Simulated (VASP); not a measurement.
# B4AsRu (F-43m) in VASP: further runs, part 3 of 3

VASP 6.6.1. Earlier steps stand in the parts before.

**5. Relaxation of cell and atoms, PBE**

This run uses another cell than the first one, of 9.44 Å³/atom.

Contents of INCAR:

```
SYSTEM = B4AsRu
  ALGO = Normal
  EDIFF = 1E-6
  EDIFFG = -0.01
  ENCUT = 600
  GGA = PE
  IBRION = 2
  ISIF = 3
  ISMEAR = 0
  LASPH = .True.
  LCHARG = .False.
  LREAL = .False.
  LWAVE = .False.
  NELM = 100
  NSW = 100
  PREC = Accurate
  SIGMA = 0.1
```

Contents of KPOINTS:

```
k-points
0
Gamma
  10 10 10
  0 0 0
```

Contents of POSCAR:

```
B4AsRu
1.0
    0.0000000000      3.0478256839      3.0478256839
    3.0478256839      0.0000000000      3.0478256839
    3.0478256839      3.0478256839      0.0000000000
B As Ru
4 1 1
Direct
    0.3588117352      0.3588117352      0.3588117352
    0.9235647945      0.3588117352      0.3588117352
    0.3588117352      0.3588117352      0.9235647945
    0.3588117352      0.9235647945      0.3588117352
    0.0000000000      0.0000000000      0.0000000000
    0.7500000000      0.7500000000      0.7500000000
```

Potentials or basis: VASP PAW PBE potentials, release 64 (B, As, Ru_pv).

Run with:

```console
$ cat potpaw_PBE.64/B/POTCAR potpaw_PBE.64/As/POTCAR potpaw_PBE.64/Ru_pv/POTCAR > POTCAR
$ mpirun -np 1 vasp_std > vasp.out
```

OUTCAR:

```text
SYSTEM = B4AsRu
   EDIFF = 1E-6
   EDIFFG = -0.01
   ENCUT = 600
   GGA = PE
   IBRION = 2
   ISIF = 3
   ISMEAR = 0
   LASPH = .True.
   LREAL = .False.
   NELM = 100
   NSW = 100
   PREC = Accurate

 ion  position               nearest neighbor table
   1  0.359  0.359  0.359-   2 1.88   3 1.88   4 1.88   5 2.50   5 2.50   5 2.50   6 2.56   6 2.56
                             6 2.56
   2  0.924  0.359  0.359-   1 1.88   3 1.88   4 1.88   5 2.50   5 2.50   5 2.50   6 2.56   6 2.56
                             6 2.56
   3  0.359  0.359  0.924-   1 1.88   2 1.88   4 1.88   5 2.50   5 2.50   5 2.50   6 2.56   6 2.56
                             6 2.56
   4  0.359  0.924  0.359-   1 1.88   2 1.88   3 1.88   5 2.50   5 2.50   5 2.50   6 2.56   6 2.56
                             6 2.56
   5  0.000  0.000  0.000-   2 2.50   4 2.50   2 2.50   3 2.50   3 2.50   4 2.50   1 2.50   1 2.50
                             1 2.50   2 2.50   3 2.50   4 2.50   6 2.64   6 2.64   6 2.64   6 2.64
   6  0.750  0.750  0.750-   2 2.56   3 2.56   4 2.56   1 2.56   1 2.56   1 2.56   4 2.56   2 2.56
                             4 2.56   3 2.56   3 2.56   2 2.56   5 2.64   5 2.64   5 2.64   5 2.64

  LATTYP: Found a face centered cubic cell.
 ALAT       =     6.0956513678

  Lattice vectors:

 A1 = (   0.0000000000,   3.0478256839,   3.0478256839)
 A2 = (   3.0478256839,   0.0000000000,   3.0478256839)
 A3 = (   3.0478256839,   3.0478256839,   0.0000000000)

Analysis of symmetry for initial positions (statically):
=====================================================================
 Subroutine PRICEL returns:
 Original cell was already a primitive cell.

 Routine SETGRP: Setting up the symmetry group for a
 face centered cubic supercell.

 Subroutine GETGRP returns: Found 24 space group operations
 (whereof 24 operations were pure point group operations)
 out of a pool of 48 trial point group operations.

The static configuration has the point symmetry T_d .

Analysis of symmetry for dynamics (positions and initial velocities):
=====================================================================
 Subroutine PRICEL returns:
 Original cell was already a primitive cell.

 Routine SETGRP: Setting up the symmetry group for a
 face centered cubic supercell.

 Subroutine GETGRP returns: Found 24 space group operations
 (whereof 24 operations were pure point group operations)
 out of a pool of 48 trial point group operations.

The dynamic configuration has the point symmetry T_d .

 Subroutine INISYM returns: Found 24 space group operations
 (whereof 24 operations are pure point group operations),
 and found     1 'primitive' translations

----------------------------------------------------------------------------------------

                                     Primitive cell

  volume of cell :      56.6240

  direct lattice vectors                    reciprocal lattice vectors
     0.000000000  3.047825684  3.047825684    -0.164051377  0.164051377  0.164051377
     3.047825684  0.000000000  3.047825684     0.164051377 -0.164051377  0.164051377
     3.047825684  3.047825684  0.000000000     0.164051377  0.164051377 -0.164051377

  length of vectors
[... 71 lines left out ...]
 [... further k-points ...]
   k-points           NKPTS =     47   k-points in BZ     NKDIM =     47   number of bands    NBANDS=     19
   number of dos      NEDOS =    301   number of ions     NIONS =      6
   total plane-waves  NPLWV =  46656
   dimension x,y,z NGX =    36 NGY =   36 NGZ =   36
   dimension x,y,z NGXF=    72 NGYF=   72 NGZF=   72
   ions per type =               4   1   1
   NGX,Y,Z   is equivalent  to a cutoff of  13.89, 13.89, 13.89 a.u.
   NGXF,Y,Z  is equivalent  to a cutoff of  27.77, 27.77, 27.77 a.u.
 SYSTEM =  B4AsRu
   PREC   = accura    normal or accurate (medium, high low for compatibility)
   ISTART =      0    job   : 0-new  1-cont  2-samecut
   ICHARG =      2    charge: 1-file 2-atom 10-const
   ISPIN  =      1    spin polarized calculation?
   LNONCOLLINEAR =      F non collinear calculations
   LSORBIT =      F    spin-orbit coupling
   LASPH  =      T    aspherical Exc in radial PAW
   ENCUT  =  600.0 eV  44.10 Ry    6.64 a.u.   8.61  8.61  8.61*2*pi/ulx,y,z
   NELM   =    100;   NELMIN=  2; NELMDL= -5     # of ELM steps
   EDIFF  = 0.1E-05   stopping-criterion for ELM
   LREAL  =      F    real-space projection
   EDIFFG = -.1E-01   stopping-criterion for IOM
   NSW    =    100    number of steps for IOM
   IBRION =      2    ionic relax: 0-MD 1-quasi-New 2-CG
   NFREE  =      1    steps in history (QN), initial steepest desc. (CG)
   ISIF   =      3    stress and relaxation
   ISYM   =      2    0-nonsym 1-usesym 2-fastsym
   POTIM  = 0.5000    time-step for ionic-motion
   TEBEG  =    0.0;   TEEND  =   0.0 temperature during run
   PSTRESS=    0.0 pullay stress
   NELECT =      31.0000    total number of electrons
   NUPDOWN=      -1.0000    fix difference up-down
   EMIN   =  10.00;   EMAX   =-10.00  energy-range for DOS
   EFERMI =   0.00;   METHOD = LEGACY
   ISMEAR =     0;   SIGMA  =   0.10  broadening in eV -4-tet -1-fermi 0-gaus
   EFERMI_NEDOS =   21; number of points for ismear=-14 and -15
   IALGO  =     38    algorithm
   IMIX   =      4    mixing-type and parameters
     AMIX     =   0.40;   BMIX     =  1.00
     AMIX_MAG =   1.60;   BMIX_MAG =  1.00
  volume/ion in A,a.u.               =       9.44        63.69
  Fermi-wavevector in a.u.,A,eV,Ry     =   1.339251  2.530817 24.403313  1.793593
  Thomas-Fermi vector in A             =   2.467657
   LORBIT       =      0    0 simple, 1 ext, 2 COOP (PROOUT), +10 PAW based schemes
   GGA     = PE    functional components
   LHFCALC =     F    Hartree Fock is set to
   AEXX    =    0.0000 exact exchange contribution
   IVDW    =     0    specifies the selected vdW correction
   LEPSILON=     F    determine dielectric tensor
   LRPA    =     F    only Hartree local field effects (RPA)
 conjugate gradient relaxation of ions
 non-spin polarized calculation
 Gauss-broadening in eV      SIGMA  =   0.10
  energy-cutoff  :      600.00
  volume of cell :       56.62
 maximum number of plane-waves:      1917
   NGX = 17   NGY = 17   NGZ = 17

--------------------------------------- Ionic step        1  -------------------------------------------

 number of electron      31.0000000 magnetization

 Free energy of the ion-electron system (eV)
  ---------------------------------------------------
  ext. energy  EPLUGINS =         0.00000000
  ---------------------------------------------------
  free energy    TOTEN  =       -33.75072268 eV

  energy without entropy =      -33.73862476  energy(sigma->0) =      -33.74467372

------------------------ aborting loop because EDIFF is reached ----------------------------------------

  FORCE on cell =-STRESS in cart. coord.  units (eV):
  Direction    XX          YY          ZZ          XY          YZ          ZX
  --------------------------------------------------------------------------------------
  -------------------------------------------------------------------------------------
  Total        0.1502794      0.1502794      0.1502794     -0.0000000      0.0000000     -0.0000000
  in kB        4.2521616      4.2521616      4.2521616     -0.0000000      0.0000000     -0.0000000
  external PRESSURE =       4.2521616 kB  Pullay stress =       0.0000000 kB
[... 147 lines left out ...]
--------------------------------------- Ionic step        5  -------------------------------------------

 number of electron      31.0000000 magnetization

 Free energy of the ion-electron system (eV)
  ---------------------------------------------------
  ext. energy  EPLUGINS =         0.00000000
  ---------------------------------------------------
  free energy    TOTEN  =       -33.75112602 eV

  energy without entropy =      -33.73891855  energy(sigma->0) =      -33.74502228

 E-fermi :   9.8477     XC(G=0): -12.5788

 val. band max:        9.8379596633   @ k =   0.5000   0.2000   0.1000
 cond. band min:       9.8531381597   @ k =   0.2000   0.1000   0.0000
 fundamental gap:      0.0151784964
 Fermi energy:         9.8477490261

 k-point     1 :       0.0000    0.0000    0.0000
  band No.  band energies     occupation
      1     -33.3546      2.00000
      2     -33.3546      2.00000
      3     -33.3546      2.00000
      4      -6.7343      2.00000
      5       1.1959      2.00000
      6       2.5153      2.00000
[... 505 lines left out ...]
      6       0.5243      2.00000
[... 11 lines left out ...]
     18      12.1913      0.00000
     19      12.2262      0.00000

 [... further k-points ...]

------------------------ aborting loop because EDIFF is reached ----------------------------------------

  FORCE on cell =-STRESS in cart. coord.  units (eV):
  Direction    XX          YY          ZZ          XY          YZ          ZX
  --------------------------------------------------------------------------------------
  -------------------------------------------------------------------------------------
  Total        0.0014230      0.0014230      0.0014230     -0.0000000      0.0000000     -0.0000000
  in kB        0.0401415      0.0401415      0.0401415     -0.0000000      0.0000000     -0.0000000
  external PRESSURE =       0.0401415 kB  Pullay stress =       0.0000000 kB
[... 21 lines left out ...]
  FREE ENERGIE OF THE ION-ELECTRON SYSTEM (eV)
  ---------------------------------------------------
  free  energy   TOTEN  =       -33.7511260158 eV

  energy  without entropy=      -33.7389185508  energy(sigma->0) =      -33.74502228

 reached required accuracy - stopping structural energy minimisation
```

It took 5.4 min on 1 thread of Intel Xeon 8259CL, shared host; peak memory 0.26 GiB.

Results:

```yaml
Free_energy: -33.7511 eV
Relaxed_volume: 9.47 Å³/atom
Relaxed_cell: a = 4.315 Å, b = 4.315 Å, c = 4.315 Å, α = 60.00°, β = 60.00°, γ = 60.00°
Space_group_after_relaxing_to_0.1_Å: F-43m (No. 216)
Energy_gained_by_relaxing: 0.1 meV/atom
Ionic_steps: 5
Pressure_after_relaxing: 0.0 GPa
Band_gap_on_the_k_mesh: zero (an odd number of electrons rules out a gap without spin polarisation)
```

Step by step:
```csv
step,energy change (eV),largest force (eV/Å),pressure (GPa),volume (Å³)
1,0.0000,0.0240,0.43,56.62
2,-0.0002,0.0301,-0.27,56.83
3,-0.0003,0.0288,-0.10,56.78
4,-0.0004,0.0115,-0.04,56.79
5,-0.0004,0.0001,0.00,56.80
```

Final structure:
```
B As Ru
1.0
     0.00000    3.05091    3.05091
     3.05091    0.00000    3.05091
     3.05091    3.05091    0.00000
B As Ru
4 1 1
Direct
  0.35847 0.35847 0.35847
  0.92459 0.35847 0.35847
  0.35847 0.35847 0.92459
  0.35847 0.92459 0.35847
  0.00000 0.00000 0.00000
  0.75000 0.75000 0.75000
```

**6. Summary**

```csv
task,cell,k mesh,cutoff (eV),gap on the mesh (eV),pressure (GPa),relaxed volume (Å³/atom),largest force (eV/Å)
single point,"a = 4.315 Å, angles 60.0°, 6 atoms, atomic positions A",4 × 4 × 4,520,none,0.3,-,0.01
relaxation of cell and atoms,"relaxed from a = 4.595 Å, angles 60.0°, 6 atoms, atomic positions B",4 × 4 × 4,600,none,0.1,9.47,0.02
single point,"a = 4.313 Å, angles 60.0°, 6 atoms, atomic positions A",10 × 10 × 10,520,none,0.2,-,-
relaxation of cell and atoms,"relaxed from a = 4.310 Å, angles 60.0°, 6 atoms, atomic positions A",10 × 10 × 10,600,none,0.0,9.47,-
```

Alike in all rows: level PBE; potentials or basis VASP PAW PBE potentials, release 64 (B, As, Ru_pv); no spin polarisation; smearing gaussian 0.1 eV.

Caveats: some runs use coarse meshes; the volume moved by over 15 % at a fixed basis, so the end points are rough (at least some runs).

Absolute energies hang on the potentials; compare differences alone.
